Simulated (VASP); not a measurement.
# Ge4As (Pm-3m) in VASP: a series of runs

The runs below take Ge4As through single point, relaxation of cell and atoms, with PBE.

Program: VASP 6.6.1. These are calculated values, not measurements. Logs are shortened: lines on timing, memory, paths and dates and some standing lists are left out, and cuts for length are marked.

**1. The cell of the first run**

Symmetry: Pm-3m, No. 221, cubic system. The conventional cell has a = 5.013 Å, b = 5.013 Å, c = 5.013 Å, α = 90.00°, β = 90.00°, γ = 90.00°. Ge (site symmetry m-3m) has 12 Ge at 3.54 Å and 8 As at 4.34 Å within 4.7 Å. Ge (site symmetry 4/mmm) has 2 As at 2.51 Å within 3.3 Å. As (site symmetry m-3m) has 6 Ge at 2.51 Å within 3.3 Å.

The cell was generated, and may not be a known phase.

**2. Single point, PBE**

INCAR

```
PREC     = Accurate       # precision mode
ENCUT    = 520            # plane-wave cutoff, eV
EDIFF    = 1E-6           # SCF threshold, eV
ISMEAR   = 0              # smearing method
SIGMA    = 0.1            # smearing width, eV
LREAL    = F              # projectors in reciprocal space
LASPH    = T              # aspherical terms in the spheres
NELM     = 60             # most SCF steps
ALGO     = Normal         # electronic algorithm
ISIF     = 2              # what is computed and relaxed
LWAVE    = F              # write WAVECAR
LCHARG   = F              # write CHGCAR
GGA      = PE             # functional
NBANDS   = 38             # bands
```

KPOINTS

```
regular mesh
0
Gamma
  8 8 8
```

POSCAR

```
Ge4As
1.0
    5.0133313596      0.0000000000      0.0000000000
    0.0000000000      5.0133313596      0.0000000000
    0.0000000000      0.0000000000      5.0133313596
Ge As
4 1
Direct
    0.5000000000      0.5000000000      0.5000000000
    0.5000000000      0.0000000000      0.0000000000
    0.0000000000      0.5000000000      0.0000000000
    0.0000000000      0.0000000000      0.5000000000
    0.0000000000      0.0000000000      0.0000000000
```

Potentials or basis: VASP PAW PBE potentials, release 64 (Ge_d, As).

Run with:

```bash
$ cat potpaw_PBE.64/Ge_d/POTCAR potpaw_PBE.64/As/POTCAR > POTCAR
$ mpirun -np 1 vasp_std > vasp.out
```

OUTCAR:

```text
PREC = Accurate
   ENCUT = 520
   EDIFF = 1E-6
   ISMEAR = 0
   LREAL = F
   LASPH = T
   NELM = 60
   ISIF = 2
   GGA = PE

 ion  position               nearest neighbor table
   1  0.500  0.500  0.500-
   2  0.500  0.000  0.000-   5 2.51   5 2.51
   3  0.000  0.500  0.000-   5 2.51   5 2.51
   4  0.000  0.000  0.500-   5 2.51   5 2.51
   5  0.000  0.000  0.000-   2 2.51   3 2.51   4 2.51   4 2.51   3 2.51   2 2.51

  LATTYP: Found a simple cubic cell.
 ALAT       =     5.0133313596

  Lattice vectors:

 A1 = (   5.0133313596,   0.0000000000,   0.0000000000)
 A2 = (   0.0000000000,   5.0133313596,   0.0000000000)
 A3 = (   0.0000000000,   0.0000000000,   5.0133313596)

Analysis of symmetry for initial positions (statically):
=====================================================================
 Subroutine PRICEL returns:
 Original cell was already a primitive cell.

 Routine SETGRP: Setting up the symmetry group for a
 simple cubic supercell.

 Subroutine GETGRP returns: Found 48 space group operations
 (whereof 48 operations were pure point group operations)
 out of a pool of 48 trial point group operations.

The static configuration has the point symmetry O_h .

Analysis of symmetry for dynamics (positions and initial velocities):
=====================================================================
 Subroutine PRICEL returns:
 Original cell was already a primitive cell.

 Routine SETGRP: Setting up the symmetry group for a
 simple cubic supercell.

 Subroutine GETGRP returns: Found 48 space group operations
 (whereof 48 operations were pure point group operations)
 out of a pool of 48 trial point group operations.

The dynamic configuration has the point symmetry O_h .

 Subroutine INISYM returns: Found 48 space group operations
 (whereof 48 operations are pure point group operations),
 and found     1 'primitive' translations

----------------------------------------------------------------------------------------

                                     Primitive cell

  volume of cell :     126.0025

  direct lattice vectors                    reciprocal lattice vectors
     5.013331360  0.000000000  0.000000000     0.199468164  0.000000000  0.000000000
[... 91 lines left out ...]
   NELM   =     60;   NELMIN=  2; NELMDL= -5     # of ELM steps
   EDIFF  = 0.1E-05   stopping-criterion for ELM
   LREAL  =      F    real-space projection
   EDIFFG = 0.1E-04   stopping-criterion for IOM
   NSW    =      0    number of steps for IOM
   IBRION =     -1    ionic relax: 0-MD 1-quasi-New 2-CG
   NFREE  =      0    steps in history (QN), initial steepest desc. (CG)
   ISIF   =      2    stress and relaxation
   ISYM   =      2    0-nonsym 1-usesym 2-fastsym
   POTIM  = 0.5000    time-step for ionic-motion
   TEBEG  =    0.0;   TEEND  =   0.0 temperature during run
   PSTRESS=    0.0 pullay stress
   NELECT =      61.0000    total number of electrons
   NUPDOWN=      -1.0000    fix difference up-down
   EMIN   =  10.00;   EMAX   =-10.00  energy-range for DOS
   EFERMI =   0.00;   METHOD = LEGACY
   ISMEAR =     0;   SIGMA  =   0.10  broadening in eV -4-tet -1-fermi 0-gaus
   EFERMI_NEDOS =   21; number of points for ismear=-14 and -15
   IALGO  =     38    algorithm
   IMIX   =      4    mixing-type and parameters
     AMIX     =   0.40;   BMIX     =  1.00
     AMIX_MAG =   1.60;   BMIX_MAG =  1.00
  volume/ion in A,a.u.               =      25.20       170.06
  Fermi-wavevector in a.u.,A,eV,Ry     =   1.285459  2.429166 22.482347  1.652406
  Thomas-Fermi vector in A             =   2.417592
   LORBIT       =      0    0 simple, 1 ext, 2 COOP (PROOUT), +10 PAW based schemes
   GGA     = PE    functional components
   LHFCALC =     F    Hartree Fock is set to
   AEXX    =    0.0000 exact exchange contribution
   IVDW    =     0    specifies the selected vdW correction
   LEPSILON=     F    determine dielectric tensor
   LRPA    =     F    only Hartree local field effects (RPA)
 non-spin polarized calculation
 Gauss-broadening in eV      SIGMA  =   0.10
  energy-cutoff  :      520.00
  volume of cell :      126.00
 maximum number of plane-waves:      3448
 NGX is ok and might be reduce to    40
   NGX = 19   NGY = 19   NGZ = 19

 number of electron      60.9999954 magnetization

 Free energy of the ion-electron system (eV)
  ---------------------------------------------------
  ext. energy  EPLUGINS =         0.00000000
  ---------------------------------------------------
  free energy    TOTEN  =       -18.75246814 eV

  energy without entropy =      -18.73291564  energy(sigma->0) =      -18.74269189

 E-fermi :   3.8977     XC(G=0):  -9.6739

 val. band max:        3.8831585007   @ k =   0.2500   0.1250   0.1250
 cond. band min:       3.9264544182   @ k =   0.3750   0.3750   0.0000
 fundamental gap:      0.0432959175
 Fermi energy:         3.8976633950

 k-point     1 :       0.0000    0.0000    0.0000
  band No.  band energies     occupation
      1     -20.8688      2.00000
      2     -20.8519      2.00000
      3     -20.8519      2.00000
      4     -20.8516      2.00000
      5     -20.8516      2.00000
      6     -20.8516      2.00000
[... 973 lines left out ...]
     37       7.7967      0.00000
     38       8.3203      0.00000

 [... further k-points ...]

------------------------ aborting loop because EDIFF is reached ----------------------------------------

  FORCE on cell =-STRESS in cart. coord.  units (eV):
  Direction    XX          YY          ZZ          XY          YZ          ZX
  --------------------------------------------------------------------------------------
  -------------------------------------------------------------------------------------
  Total        0.1075539      0.1075539      0.1075539     -0.0000000     -0.0000000      0.0000000
  in kB        1.3675952      1.3675952      1.3675952     -0.0000000     -0.0000000      0.0000000
  external PRESSURE =       1.3675952 kB  Pullay stress =       0.0000000 kB

 VOLUME and BASIS-vectors are now :
 -----------------------------------------------------------------------------
  energy-cutoff  :      520.00
  volume of cell :      126.00
      direct lattice vectors                 reciprocal lattice vectors
     5.013331360  0.000000000  0.000000000     0.199468164  0.000000000  0.000000000
     0.000000000  5.013331360  0.000000000     0.000000000  0.199468164  0.000000000
     0.000000000  0.000000000  5.013331360     0.000000000  0.000000000  0.199468164

 POSITION                                       TOTAL-FORCE (eV/Angst)
 -----------------------------------------------------------------------------------
      2.50667      2.50667      2.50667         0.000000      0.000000      0.000000
      2.50667      0.00000      0.00000         0.000000      0.000000      0.000000
      0.00000      2.50667      0.00000         0.000000      0.000000      0.000000
      0.00000      0.00000      2.50667         0.000000      0.000000      0.000000
      0.00000      0.00000      0.00000         0.000000      0.000000      0.000000
 -----------------------------------------------------------------------------------
    total drift:                               -0.000000      0.000000     -0.000000

  FREE ENERGIE OF THE ION-ELECTRON SYSTEM (eV)
  ---------------------------------------------------
  free  energy   TOTEN  =       -18.7524681397 eV

  energy  without entropy=      -18.7329156401  energy(sigma->0) =      -18.74269189
```

Wall time 2.4 min (1 thread of Intel Xeon Platinum 8488C (Sapphire Rapids), shared host); peak memory 0.31 GiB.

Results:

| Property | Result |
| --- | --- |
| Free energy | -18.7525 eV |
| Pressure | 0.1 GPa |
| Band gap on the k mesh | zero (an odd number of electrons rules out a gap without spin polarisation) |

Caveat: an odd number of electrons without spin polarisation forces a metal; a magnetic or distorted state may lie lower.

**3. Relaxation of cell and atoms, PBE**

This run uses another cell than the first one, of 23.83 Å³/atom.

INCAR

```
ALGO = Normal
EDIFF = 1E-6
EDIFFG = -0.04
ENCUT = 600
GGA = PE
IBRION = 2
ISIF = 3
ISMEAR = 0
LASPH = T
LCHARG = F
LREAL = F
LWAVE = F
NELM = 80
NSW = 90
PREC = Accurate
SIGMA = 0.1
```

KPOINTS

```
k-points
0
Gamma
  4 4 4
```

Edit POSCAR of step 2 so:

```diff
@@ -2,5 +2,5 @@
 1.0
-    5.0133313596      0.0000000000      0.0000000000
-    0.0000000000      5.0133313596      0.0000000000
-    0.0000000000      0.0000000000      5.0133313596
+    4.9205126000      0.0000000000      0.0000000000
+    0.0000000000      4.9205126000      0.0000000000
+    0.0000000000      0.0000000000      4.9205126000
 Ge As
```

Potentials or basis: VASP PAW PBE potentials, release 64 (Ge_d, As).

Run with:

```bash
$ cat potpaw_PBE.64/Ge_d/POTCAR potpaw_PBE.64/As/POTCAR > POTCAR
$ mpirun -np 1 vasp_std > vasp.out
```

Run time: 73 s. Hardware: 1 thread of Intel Xeon Platinum 8488C (Sapphire Rapids), shared host; peak memory 0.26 GiB.

The run converged. Its results:

| Property | Result |
| --- | --- |
| Free energy | -19.0508 eV |
| Relaxed volume | 24.36 Å³/atom |
| Relaxed cell | a = 4.957 Å, b = 4.957 Å, c = 4.957 Å, α = 90.00°, β = 90.00°, γ = 90.00° |
| Space group after relaxing (to 0.1 Å) | Pm-3m (No. 221) |
| Energy gained by relaxing | 1.6 meV/atom |
| Ionic steps | 2 |
| Pressure after relaxing | 0.0 GPa |
| Band gap on the k mesh | zero (an odd number of electrons rules out a gap without spin polarisation) |

Step by step:
| step | energy change (eV) | largest force (eV/Å) | pressure (GPa) | volume (Å³) |
| --- | --- | --- | --- | --- |
| 1 | 0.0000 | 0.0000 | 1.04 | 119.13 |
| 2 | -0.0081 | 0.0000 | 0.02 | 121.81 |

Final structure:
```cif
data_structure
_symmetry_space_group_name_H-M 'P 1'
_symmetry_Int_Tables_number 1
_cell_length_a 4.9571
_cell_length_b 4.9571
_cell_length_c 4.9571
_cell_angle_alpha 90.000
_cell_angle_beta 90.000
_cell_angle_gamma 90.000
_cell_volume 121.81
loop_
_atom_site_label
_atom_site_type_symbol
_atom_site_fract_x
_atom_site_fract_y
_atom_site_fract_z
_atom_site_occupancy
Ge1 Ge 0.50000 0.50000 0.50000 1
Ge2 Ge 0.50000 0.00000 0.00000 1
Ge3 Ge 0.00000 0.50000 0.00000 1
Ge4 Ge 0.00000 0.00000 0.50000 1
As1 As 0.00000 0.00000 0.00000 1
```

Levels at points of the mesh, in eV from the Fermi level:
```tsv
k point	band 27	band 28	band 29	band 30	band 31	band 32	band 33	band 34
(0.00, 0.00, 0.00)	-6.06	-4.31	-0.72	-0.72	-0.72	1.13	1.13	1.13
(0.50, 0.00, 0.00)	-5.73	-1.64	-1.64	-0.20	0.05	0.48	1.05	1.05
(0.50, 0.50, 0.00)	-1.77	-1.47	-1.47	-0.57	-0.57	0.15	0.65	0.65
(0.50, 0.50, 0.50)	-3.84	-3.84	1.11	1.11	1.11	1.24	1.24	3.41
```

Caveat: an odd number of electrons without spin polarisation forces a metal; a magnetic or distorted state may lie lower.

**4. Relaxation of cell and atoms, PBE**

This run uses another cell than the first one, of 24.18 Å³/atom.

INCAR

```
SYSTEM = Ge4As
PREC     = Accurate       ! precision mode
ENCUT    = 600            ! plane-wave cutoff, eV
EDIFF    = 1E-6           ! SCF threshold, eV
ISMEAR   = 0              ! smearing method
SIGMA    = 0.1            ! smearing width, eV
LREAL    = .False.        ! projectors in reciprocal space
LASPH    = .True.         ! aspherical terms in the spheres
NELM     = 60             ! most SCF steps
ALGO     = Normal         ! electronic algorithm
ISIF     = 3              ! what is computed and relaxed
LWAVE    = .False.        ! write WAVECAR
LCHARG   = .False.        ! write CHGCAR
GGA      = PE             ! functional
IBRION   = 2              ! ionic algorithm
NSW      = 100            ! ionic steps
EDIFFG   = -0.01          ! ionic threshold
```

KPOINTS

```
regular mesh
0
Gamma
  8 8 8
  0 0 0
```

Edit POSCAR of step 3 so:

```diff
@@ -2,5 +2,5 @@
 1.0
-    4.9205126000      0.0000000000      0.0000000000
-    0.0000000000      4.9205126000      0.0000000000
-    0.0000000000      0.0000000000      4.9205126000
+    4.9444357349      0.0000000000      0.0000000000
+    0.0000000000      4.9444357349      0.0000000000
+    0.0000000000      0.0000000000      4.9444357349
 Ge As
```

Run with:

```bash
$ cat potpaw_PBE.64/Ge_d/POTCAR potpaw_PBE.64/As/POTCAR > POTCAR
$ mpirun -np 1 vasp_std > vasp.out
```

It took 4.9 min on 1 thread of Intel Xeon Platinum 8488C (Sapphire Rapids), shared host; peak memory 0.35 GiB.

The run converged. Its results:

```yaml
Free_energy: -18.7525 eV
Relaxed_volume: 25.31 Å³/atom
Relaxed_cell: a = 5.021 Å, b = 5.021 Å, c = 5.021 Å, α = 90.00°, β = 90.00°, γ = 90.00°
Space_group_after_relaxing_to_0.1_Å: Pm-3m (No. 221)
Energy_gained_by_relaxing: 6.8 meV/atom
Ionic_steps: 3
Pressure_after_relaxing: 0.0 GPa
Band_gap_on_the_k_mesh: zero (an odd number of electrons rules out a gap without spin polarisation)
```

The path:
| step | energy change (eV) | largest force (eV/Å) | pressure (GPa) | volume (Å³) |
| --- | --- | --- | --- | --- |
| 1 | 0.0000 | 0.0000 | 2.00 | 120.88 |
| 2 | -0.0340 | 0.0000 | 0.10 | 126.24 |
| 3 | -0.0340 | 0.0000 | -0.05 | 126.55 |

Final structure:
```xyz
5
Lattice="5.0205 0.0000 0.0000 0.0000 5.0205 0.0000 0.0000 0.0000 5.0205" Properties=species:S:1:pos:R:3 pbc="T T T"
Ge    2.5103    2.5103    2.5103
Ge    2.5103    0.0000    0.0000
Ge    0.0000    2.5103    0.0000
Ge    0.0000    0.0000    2.5103
As    0.0000    0.0000    0.0000
```

Levels at points of the mesh, in eV from the Fermi level:
```tsv
k point	band 29	band 30	band 31	band 32	band 33	band 34
(0.00, 0.00, 0.00)	-0.32	-0.32	-0.32	1.47	1.47	1.47
(0.50, 0.00, 0.00)	-1.21	0.20	0.42	0.78	1.42	1.42
(0.50, 0.50, 0.00)	-1.10	-0.12	-0.12	0.43	1.15	1.15
(0.50, 0.50, 0.50)	1.63	1.63	1.63	1.75	1.75	3.59
```

Caveat: an odd number of electrons without spin polarisation forces a metal; a magnetic or distorted state may lie lower.

**5. The runs side by side**

```tsv
task	cell	k mesh	cutoff (eV)	gap on the mesh (eV)	pressure (GPa)	relaxed volume (Å³/atom)
single point	a = 5.013 Å, 5 atoms	8 × 8 × 8	520	none	0.1	-
relaxation of cell and atoms	relaxed from a = 4.921 Å, 5 atoms	4 × 4 × 4	600	none	0.0	24.36
relaxation of cell and atoms	relaxed from a = 4.944 Å, 5 atoms	8 × 8 × 8	600	none	0.0	25.31
```

Alike in all rows: level PBE; potentials or basis VASP PAW PBE potentials, release 64 (Ge_d, As); no spin polarisation; smearing gaussian 0.1 eV.

Caveats: an odd number of electrons without spin polarisation forces a metal; a magnetic or distorted state may lie lower.

Absolute energies hang on the potentials; compare differences alone.

The gap in the log of VASP goes by the Fermi energy; the results here count the filled bands.